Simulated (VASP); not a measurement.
# Mg5O (P6/mmm) in VASP: further runs

Runs on Mg5O. Level: PBE. Tasks: single point.

Everything below comes from runs of VASP 6.6.1. Logs are shortened: lines on timing, memory, paths and dates and some standing lists are left out, and cuts for length are marked.

## (1) The cell of the first run

The structure is hexagonal, space group P6/mmm (No. 191). The conventional cell has a = 4.932 Å, b = 4.932 Å, c = 5.751 Å, α = 90.00°, β = 90.00°, γ = 120.00°. Mg (site symmetry 3m) has 8 Mg at 2.84 to 3.20 Å and 3 O at 3.18 Å within 3.7 Å. Within 3.8 Å of Mg (site symmetry 6/mmm) lie 2 O at 2.88 Å and 12 Mg at 3.20 Å. O (site symmetry 6/mmm) has 14 Mg at 2.88 to 3.18 Å within 3.8 Å.

## (2) Single point, PBE

INCAR

```
  PREC = Accurate
  ENCUT = 600
  EDIFF = 1E-6
  ISMEAR = 0
  SIGMA = 0.2
  LREAL = False
  LASPH = True
  NELM = 120
  ALGO = Normal
  ISIF = 2
  LWAVE = False
  LCHARG = False
  GGA = PE
  NBANDS = 17
  GGA_COMPAT = False
```

KPOINTS

```
regular mesh
0
Gamma
  4 4 3
```

POSCAR

```
Mg5O
1.0
    4.9320064573      0.0000000033      0.0000000000
   -2.4660032315      4.2712428820      0.0000000000
    0.0000000000      0.0000000000      5.7505535060
Mg O
5 1
Direct
    0.3333333333      0.6666666667      0.7529715373
    0.3333333333      0.6666666667      0.2470284627
    0.6666666667      0.3333333333      0.2470284627
    0.6666666667      0.3333333333      0.7529715373
    0.0000000000      0.0000000000      0.5000000000
    0.0000000000      0.0000000000      0.0000000000
```

Potentials or basis: VASP PAW PBE potentials, release 64 (Mg, O).

Launch:

```
cat potpaw_PBE.64/Mg/POTCAR potpaw_PBE.64/O/POTCAR > POTCAR
mpirun -np 1 vasp_std > vasp.out
```

OUTCAR:

```text
PREC = Accurate
   ENCUT = 600
   EDIFF = 1E-6
   ISMEAR = 0
   LREAL = False
   LASPH = True
   NELM = 120
   ISIF = 2
   GGA = PE

 ion  position               nearest neighbor table
   1  0.333  0.667  0.753-   2 2.84   4 2.85   4 2.85   4 2.85   2 2.91   5 3.20   5 3.20   5 3.20

   2  0.333  0.667  0.247-   1 2.84   3 2.85   3 2.85   3 2.85   1 2.91   5 3.20   5 3.20   5 3.20

   3  0.667  0.333  0.247-   4 2.84   2 2.85   2 2.85   2 2.85   4 2.91   5 3.20   5 3.20   5 3.20

   4  0.667  0.333  0.753-   3 2.84   1 2.85   1 2.85   1 2.85   3 2.91   5 3.20   5 3.20   5 3.20

   5  0.000  0.000  0.500-   1 3.20   2 3.20   3 3.20   4 3.20   1 3.20   2 3.20   3 3.20   4 3.20
                             3 3.20   4 3.20   1 3.20   2 3.20
   6  0.000  0.000  0.000-

  LATTYP: Found a hexagonal cell.
 ALAT       =     4.9320064573
 C/A-ratio  =     1.1659663376

  Lattice vectors:

 A1 = (   4.9320064573,   0.0000000033,   0.0000000000)
 A2 = (  -2.4660032315,   4.2712428820,   0.0000000000)
 A3 = (   0.0000000000,   0.0000000000,   5.7505535060)

Analysis of symmetry for initial positions (statically):
=====================================================================
 Subroutine PRICEL returns:
 Original cell was already a primitive cell.

 Routine SETGRP: Setting up the symmetry group for a
 hexagonal supercell.

 Subroutine GETGRP returns: Found 24 space group operations
 (whereof 24 operations were pure point group operations)
 out of a pool of 24 trial point group operations.

The static configuration has the point symmetry D_6h.

Analysis of symmetry for dynamics (positions and initial velocities):
=====================================================================
 Subroutine PRICEL returns:
 Original cell was already a primitive cell.

 Routine SETGRP: Setting up the symmetry group for a
 hexagonal supercell.

 Subroutine GETGRP returns: Found 24 space group operations
 (whereof 24 operations were pure point group operations)
 out of a pool of 24 trial point group operations.

The dynamic configuration has the point symmetry D_6h.

 Subroutine INISYM returns: Found 24 space group operations
 (whereof 24 operations are pure point group operations),
 and found     1 'primitive' translations

----------------------------------------------------------------------------------------

                                     Primitive cell

  volume of cell :     121.1400

  direct lattice vectors                    reciprocal lattice vectors
     4.932006457  0.000000003  0.000000000     0.202757236  0.117061945  0.000000000
    -2.466003231  4.271242882  0.000000000    -0.000000000  0.234123890  0.000000000
     0.000000000  0.000000000  5.750553506     0.000000000  0.000000000  0.173896304

  length of vectors
     4.932006457  4.932006457  5.750553506     0.234123890  0.234123890  0.173896304

  position of ions in fractional coordinates (direct lattice)
     0.333333333  0.666666667  0.752971537
     0.333333333  0.666666667  0.247028463
     0.666666667  0.333333333  0.247028463
     0.666666667  0.333333333  0.752971537
     0.000000000  0.000000000  0.500000000
     0.000000000  0.000000000  0.000000000

  ion indices of the primitive-cell ions
   primitive index   ion index
                 1           1
                 2           2
                 3           3
                 4           4
                 5           5
                 6           6

----------------------------------------------------------------------------------------

 KPOINTS: regular mesh

Automatic generation of k-mesh.
 Grid dimensions read from file:
 generate k-points for:    4    4    3

 Generating k-lattice:

  Cartesian coordinates                     Fractional coordinates (reciprocal lattice)
     0.050689309  0.029265486  0.000000000     0.250000000  0.000000000  0.000000000
    -0.000000000  0.058530973  0.000000000     0.000000000  0.250000000  0.000000000
     0.000000000  0.000000000  0.057965435     0.000000000  0.000000000  0.333333333

  Length of vectors
     0.058530973  0.058530973  0.057965435

  Shift w.r.t. Gamma in fractional coordinates (k-lattice)
     0.000000000  0.000000000  0.000000000

 Subroutine IBZKPT returns following result:
 ===========================================

 Found      8 irreducible k-points:

 Following reciprocal coordinates:
            Coordinates               Weight
  0.000000  0.000000  0.000000      1.000000
  0.250000 -0.000000  0.000000      6.000000
  0.500000 -0.000000  0.000000      3.000000
  0.250000  0.250000  0.000000      6.000000
  0.000000  0.000000  0.333333      2.000000
  0.250000 -0.000000  0.333333     12.000000
  0.500000 -0.000000  0.333333      6.000000
  0.250000  0.250000  0.333333     12.000000
   k-points           NKPTS =      8   k-points in BZ     NKDIM =      8   number of bands    NBANDS=     17
   number of dos      NEDOS =    301   number of ions     NIONS =      6
   total plane-waves  NPLWV =  76800
   dimension x,y,z NGX =    40 NGY =   40 NGZ =   48
   dimension x,y,z NGXF=    80 NGYF=   80 NGZF=   96
   ions per type =               5   1
   NGX,Y,Z   is equivalent  to a cutoff of  13.48, 13.48, 13.88 a.u.
   NGXF,Y,Z  is equivalent  to a cutoff of  26.97, 26.97, 27.75 a.u.
 SYSTEM =  unknown system
   PREC   = accura    normal or accurate (medium, high low for compatibility)
   ISTART =      0    job   : 0-new  1-cont  2-samecut
   ICHARG =      2    charge: 1-file 2-atom 10-const
   ISPIN  =      1    spin polarized calculation?
   LNONCOLLINEAR =      F non collinear calculations
   LSORBIT =      F    spin-orbit coupling
   LASPH  =      T    aspherical Exc in radial PAW
   ENCUT  =  600.0 eV  44.10 Ry    6.64 a.u.   9.85  9.85 11.49*2*pi/ulx,y,z
   NELM   =    120;   NELMIN=  2; NELMDL= -5     # of ELM steps
   EDIFF  = 0.1E-05   stopping-criterion for ELM
   LREAL  =      F    real-space projection
   EDIFFG = 0.1E-04   stopping-criterion for IOM
   NSW    =      0    number of steps for IOM
   IBRION =     -1    ionic relax: 0-MD 1-quasi-New 2-CG
   NFREE  =      0    steps in history (QN), initial steepest desc. (CG)
   ISIF   =      2    stress and relaxation
   ISYM   =      2    0-nonsym 1-usesym 2-fastsym
   POTIM  = 0.5000    time-step for ionic-motion
   TEBEG  =    0.0;   TEEND  =   0.0 temperature during run
   PSTRESS=    0.0 pullay stress
   NELECT =      16.0000    total number of electrons
   NUPDOWN=      -1.0000    fix difference up-down
   EMIN   =  10.00;   EMAX   =-10.00  energy-range for DOS
   EFERMI =   0.00;   METHOD = LEGACY
   ISMEAR =     0;   SIGMA  =   0.20  broadening in eV -4-tet -1-fermi 0-gaus
   EFERMI_NEDOS =   21; number of points for ismear=-14 and -15
   IALGO  =     38    algorithm
   IMIX   =      4    mixing-type and parameters
     AMIX     =   0.40;   BMIX     =  1.00
     AMIX_MAG =   1.60;   BMIX_MAG =  1.00
  volume/ion in A,a.u.               =      20.19       136.25
  Fermi-wavevector in a.u.,A,eV,Ry     =   0.833718  1.575498  9.457206  0.695085
  Thomas-Fermi vector in A             =   1.946988
   LORBIT       =      0    0 simple, 1 ext, 2 COOP (PROOUT), +10 PAW based schemes
   GGA     = PE    functional components
   LHFCALC =     F    Hartree Fock is set to
   AEXX    =    0.0000 exact exchange contribution
   IVDW    =     0    specifies the selected vdW correction
   LEPSILON=     F    determine dielectric tensor
   LRPA    =     F    only Hartree local field effects (RPA)
 non-spin polarized calculation
 Gauss-broadening in eV      SIGMA  =   0.20
  energy-cutoff  :      600.00
  volume of cell :      121.14
 maximum number of plane-waves:      4062
 NGX is ok and might be reduce to    40
   NGX = 19   NGY = 19   NGZ = 23

 number of electron      16.0000001 magnetization

 Free energy of the ion-electron system (eV)
  ---------------------------------------------------
  ext. energy  EPLUGINS =         0.00000000
  ---------------------------------------------------
  free energy    TOTEN  =       -11.39493788 eV

  energy without entropy =      -11.28482953  energy(sigma->0) =      -11.33988370

 E-fermi :   2.5726     XC(G=0):  -8.6921

 val. band max:        2.5571850233   @ k =   0.5000  -0.0000   0.0000
 cond. band min:       2.5843370176   @ k =   0.2500  -0.0000   0.3333
 fundamental gap:      0.0271519943
 Fermi energy:         2.5726374630

 k-point     1 :       0.0000    0.0000    0.0000
  band No.  band energies     occupation
      1     -13.6756      2.00000
      2      -3.8371      2.00000
      3      -0.8652      2.00000
      4       0.3955      2.00000
      5       0.3955      2.00000
      6       0.7678      2.00000
      7       2.6260      0.70585
      8       2.9974      0.00267
      9       2.9974      0.00267
     10       4.2102      0.00000
     11       4.5362      0.00000
     12       4.5362      0.00000
     13       6.4768      0.00000
     14       6.8733      0.00000
     15       6.8733      0.00000
     16       6.9240      0.00000
     17       7.5564      0.00000

 k-point     2 :       0.2500   -0.0000    0.0000
  band No.  band energies     occupation
      1     -13.6648      2.00000
      2      -3.4540      2.00000
      3      -0.5630      2.00000
      4      -0.4410      2.00000
      5       0.1369      2.00000
      6       0.9720      2.00000
      7       2.0171      1.99991
      8       2.4920      1.43156
      9       2.7313      0.26188
     10       3.1654      0.00003
     11       5.0632      0.00000
     12       5.0739      0.00000
     13       5.6702      0.00000
     14       5.8910      0.00000
     15       6.8289      0.00000
     16       7.8662      0.00000
     17       8.1571      0.00000

 k-point     3 :       0.5000   -0.0000    0.0000
  band No.  band energies     occupation
      1     -13.6540      2.00000
      2      -2.7153      2.00000
      3      -1.5342      2.00000
      4      -0.1569      2.00000
      5      -0.0768      2.00000
      6       0.5085      2.00000
      7       2.1200      1.99863
      8       2.2646      1.97061
      9       2.5572      1.08701
     10       3.4016      0.00000
     11       3.8075      0.00000
     12       4.0486      0.00000
     13       5.4541      0.00000
     14       6.8850      0.00000
     15       8.0842      0.00000
     16       8.4334      0.00000
     17       9.1296      0.00000

 k-point     4 :       0.2500    0.2500    0.0000
  band No.  band energies     occupation
      1     -13.6540      2.00000
      2      -2.7459      2.00000
      3      -1.3264      2.00000
      4      -0.3930      2.00000
      5      -0.1778      2.00000
      6       0.9866      2.00000
      7       1.0698      2.00000
      8       2.4948      1.41811
      9       2.8800      0.02973
     10       3.6533      0.00000
     11       3.7114      0.00000
     12       5.1953      0.00000
     13       5.2928      0.00000
     14       5.9491      0.00000
     15       6.8191      0.00000
     16       9.5238      0.00000
     17       9.6254      0.00000

 k-point     5 :       0.0000    0.0000    0.3333
  band No.  band energies     occupation
      1     -13.6723      2.00000
      2      -3.6986      2.00000
      3      -1.5482      2.00000
      4       0.4507      2.00000
      5       0.4507      2.00000
      6       0.8232      2.00000
      7       3.4126      0.00000
      8       3.4126      0.00000
      9       4.0712      0.00000
     10       4.2350      0.00000
     11       4.2350      0.00000
     12       4.6666      0.00000
     13       4.9406      0.00000
     14       4.9406      0.00000
     15       5.9381      0.00000
     16       7.0868      0.00000
     17       7.8508      0.00000

 k-point     6 :       0.2500   -0.0000    0.3333
  band No.  band energies     occupation
      1     -13.6619      2.00000
      2      -3.2409      2.00000
      3      -1.5315      2.00000
      4       0.2527      2.00000
      5       0.4281      2.00000
      6       0.4650      2.00000
      7       1.6325      2.00000
      8       2.5843      0.93407
      9       2.8891      0.02523
     10       3.7779      0.00000
     11       4.7184      0.00000
     12       4.7414      0.00000
     13       6.2061      0.00000
     14       6.3211      0.00000
     15       7.1963      0.00000
     16       7.9142      0.00000
     17       8.5969      0.00000

 k-point     7 :       0.5000   -0.0000    0.3333
  band No.  band energies     occupation
      1     -13.6515      2.00000
      2      -2.2449      2.00000
      3      -1.6964      2.00000
      4      -0.8957      2.00000
      5       0.0806      2.00000
      6       0.2576      2.00000
      7       1.5908      2.00000
      8       2.1904      1.99312
      9       2.4992      1.39668
     10       3.2434      0.00000
     11       4.8698      0.00000
     12       5.3251      0.00000
     13       5.3937      0.00000
     14       7.4271      0.00000
     15       8.7634      0.00000
     16       8.8897      0.00000
     17       9.4402      0.00000

 k-point     8 :       0.2500    0.2500    0.3333
  band No.  band energies     occupation
      1     -13.6515      2.00000
      2      -2.3910      2.00000
      3      -1.2956      2.00000
      4      -0.9095      2.00000
      5      -0.2019      2.00000
      6       0.3163      2.00000
      7       1.1189      2.00000
      8       2.1854      1.99383
      9       2.4864      1.45804
     10       3.8334      0.00000
     11       5.1502      0.00000
     12       5.8534      0.00000
     13       5.9474      0.00000
     14       6.3483      0.00000
     15       7.7245      0.00000
     16       8.6157      0.00000
     17       8.9079      0.00000

------------------------ aborting loop because EDIFF is reached ----------------------------------------

  FORCE on cell =-STRESS in cart. coord.  units (eV):
  Direction    XX          YY          ZZ          XY          YZ          ZX
  --------------------------------------------------------------------------------------
  -------------------------------------------------------------------------------------
  Total        0.4387389      0.4387389     -0.1991335      0.0000000      0.0000000      0.0000000
  in kB        5.8026867      5.8026867     -2.6337059      0.0000000      0.0000000      0.0000000
  external PRESSURE =       2.9905559 kB  Pullay stress =       0.0000000 kB

 VOLUME and BASIS-vectors are now :
 -----------------------------------------------------------------------------
  energy-cutoff  :      600.00
  volume of cell :      121.14
      direct lattice vectors                 reciprocal lattice vectors
     4.932006457  0.000000003  0.000000000     0.202757236  0.117061945  0.000000000
    -2.466003231  4.271242882  0.000000000    -0.000000000  0.234123890  0.000000000
     0.000000000  0.000000000  5.750553506     0.000000000  0.000000000  0.173896304

 POSITION                                       TOTAL-FORCE (eV/Angst)
 -----------------------------------------------------------------------------------
     -0.00000      2.84750      4.33000         0.000000     -0.000000      0.011935
     -0.00000      2.84750      1.42055         0.000000     -0.000000     -0.011935
      2.46600      1.42375      1.42055        -0.000000      0.000000     -0.011935
      2.46600      1.42375      4.33000        -0.000000      0.000000      0.011935
      0.00000      0.00000      2.87528        -0.000000      0.000000      0.000000
      0.00000      0.00000      0.00000        -0.000000      0.000000      0.000000
 -----------------------------------------------------------------------------------
    total drift:                               -0.000000     -0.000000      0.000000

  FREE ENERGIE OF THE ION-ELECTRON SYSTEM (eV)
  ---------------------------------------------------
  free  energy   TOTEN  =       -11.3949378833 eV

  energy  without entropy=      -11.2848295263  energy(sigma->0) =      -11.33988370
```

It took 40 s on 1 thread of Intel Xeon Platinum 8259CL at 2.50GHz (Skylake/Cascade Lake), shared host; peak memory 0.25 GiB.

What came out:

- Free energy: -11.3949 eV
- Pressure: 0.3 GPa
- Largest force: 0.012 eV/Å
- Band gap on the k mesh: zero (band 8 reaches 3.41 eV, above the bottom of band 9 at 2.49 eV)

Forces on the atoms (eV/Å):
```
Mg   0.000  0.000  0.012
Mg   0.000  0.000 -0.012
Mg   0.000  0.000 -0.012
Mg   0.000  0.000  0.012
Mg   0.000  0.000  0.000
O    0.000  0.000  0.000
```

Stress tensor (GPa, compression positive):
```
 0.58  0.00  0.00
 0.00  0.58  0.00
 0.00  0.00 -0.26
```

Levels at points of the mesh, in eV from the Fermi level:
| k point | band 5 | band 6 | band 7 | band 8 | band 9 | band 10 | band 11 | band 12 |
| --- | --- | --- | --- | --- | --- | --- | --- | --- |
| (0.00, 0.00, 0.00) | -2.18 | -1.80 | 0.05 | 0.42 | 0.42 | 1.64 | 1.96 | 1.96 |
| (0.50, 0.00, 0.00) | -2.65 | -2.06 | -0.45 | -0.31 | -0.02 | 0.83 | 1.23 | 1.48 |

Caveat: the k points lie up to 0.37 Å⁻¹ apart.

## (3) Single point, PBE

This run uses another cell than the first one, of 23.52 Å³/atom, 1.165 times its volume.

INCAR

```
PREC = Accurate
ENCUT = 600
EDIFF = 1E-6
ISMEAR = 0
SIGMA = 0.2
LREAL = False
LASPH = True
NELM = 120
ALGO = Normal
ISIF = 2
LWAVE = False
LCHARG = False
GGA = PE
NBANDS = 17
GGA_COMPAT = False
```

KPOINTS

```
Automatic mesh
0
Gamma
  4 4 4
```

POSCAR

```
Mg5O
1.0
    5.5353093711      0.0000000030      0.0000000000
   -2.7676546881      4.7937185316      0.0000000000
    0.0000000000      0.0000000000      5.3177175280
Mg O
5 1
Direct
    0.3333333333      0.6666666667      0.0000000000
    0.6666666667      0.3333333333      0.0000000000
    0.5000000000      0.0000000000      0.5000000000
    0.5000000000      0.5000000000      0.5000000000
    0.0000000000      0.5000000000      0.5000000000
    0.0000000000      0.0000000000      0.0000000000
```

Potentials or basis: VASP PAW PBE potentials, release 64 (Mg, O).

Launch:

```
cat potpaw_PBE.64/Mg/POTCAR potpaw_PBE.64/O/POTCAR > POTCAR
mpirun -np 1 vasp_std > vasp.out
```

Run time: 48 s. Hardware: 1 thread of Intel Xeon Platinum 8259CL at 2.50GHz (Skylake/Cascade Lake), shared host; peak memory 0.3 GiB.

Results (log left out):

```
Free energy            : -10.0101 eV
Pressure               : -0.1 GPa
Band gap on the k mesh : zero (band 8 reaches 2.58 eV, above the bottom of band 9 at 1.40 eV)
```

Stress tensor (GPa, compression positive):
```
-0.08  0.00  0.00
 0.00 -0.08  0.00
 0.00  0.00  0.00
```

Levels at points of the mesh, in eV from the Fermi level:
```
           k point  band 4  band 5  band 6  band 7  band 8  band 9  band 10  band 11  band 12  band 13
(0.00, 0.00, 0.00)   -1.63   -1.62   -1.62   -0.37   -0.12   -0.12    -0.10     1.84     1.84     3.06
(0.50, 0.00, 0.00)   -2.18   -1.33   -1.24   -0.38   -0.29    0.17     0.86     1.35     1.39     3.59
(0.00, 0.00, 0.50)   -1.49   -1.49   -1.17   -0.90    1.03    1.03     1.15     1.26     1.26     1.59
(0.50, 0.00, 0.50)   -3.59   -2.11   -1.80   -1.35   -0.30   -0.10     0.85     1.52     2.87     4.75
```
